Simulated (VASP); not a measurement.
Sc3Hg, 4 atoms in the cell. The structure is cubic, space group Pm-3m (No. 221). Conventional cell: a = 4.465 Å, b = 4.465 Å, c = 4.465 Å, α = 90.00°, β = 90.00°, γ = 90.00°. Within 4.2 Å of Sc (site symmetry 4/mmm) lie 8 Sc at 3.16 Å and 4 Hg at 3.16 Å. Hg (site symmetry m-3m) has 12 Sc at 3.16 Å within 4.2 Å. 

```yaml
Program: VASP 6.6.1
Task: single point
Functional: PBEsol
Potentials_or_basis: VASP PAW PBE potentials, release 64 (Sc_sv, Hg)
Cutoff: 520 eV
k_mesh: 6 × 6 × 6
Occupations: methfessel-paxton, width 0.1 eV
Spin: no spin polarisation
Dipole_correction: no
Further_INCAR_settings: ALGO = Normal; EDIFF = 1e-06; NBANDS = 30
```

Potentials or basis: VASP PAW PBE potentials, release 64 (Sc_sv, Hg).

Run with:

```console
$ cat potpaw_PBE.64/Sc_sv/POTCAR potpaw_PBE.64/Hg/POTCAR > POTCAR
$ mpirun -np 1 vasp_std > vasp.out
```

Hardware: 1 thread of Intel(R) Xeon(R) Platinum 8488C (Sapphire Rapids) (shared host).

Question: Estimate the wall time of this run.

Answer: Wall time 57 s on 1 thread of Intel(R) Xeon(R) Platinum 8488C (Sapphire Rapids) (shared host), peak memory 0.22 GiB. Counts: scf iterations 12, k points 20.
